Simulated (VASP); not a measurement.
## BN: phonons with r2SCAN

BN:

```
B N
1.0
     2.50094    0.00000    0.00000
    -1.25047    2.16588    0.00000
     0.00000    0.00000    6.87212
B N
2 2
Cartesian
  0.0000 1.4439 1.7180
  1.2505 0.7220 5.1541
  0.0000 1.4439 5.1541
  1.2505 0.7220 1.7180
```

* Program: VASP 6.6.1
* Task: phonons
* Functional: r2SCAN
* Potentials or basis: VASP PAW PBE potentials, release 64 (B, N)
* Cutoff: 520 eV
* k mesh: 10 × 10 × 4
* Occupations: gaussian, width 0.01 eV
* Spin: no spin polarisation
* Dipole correction: no
* Further INCAR settings: ALGO = Normal; EDIFF = 1e-08; IBRION = 6; POTIM = 0.015; NSW = 1

The highest phonon frequency at Γ, LO-TO splitting left out is 1365 cm⁻¹.

Phonon frequencies in cm⁻¹ (negative: imaginary):
```tsv
q point	frequencies
(0.000, 0.000, 0.000)	0 0 0 39 39 95 774 825 1365 1365 1365 1365
```

It took 11 min on 1 thread of Intel(R) Xeon(R) 6975P-C (Granite Rapids), on a shared host, peak memory 0.26 GiB.
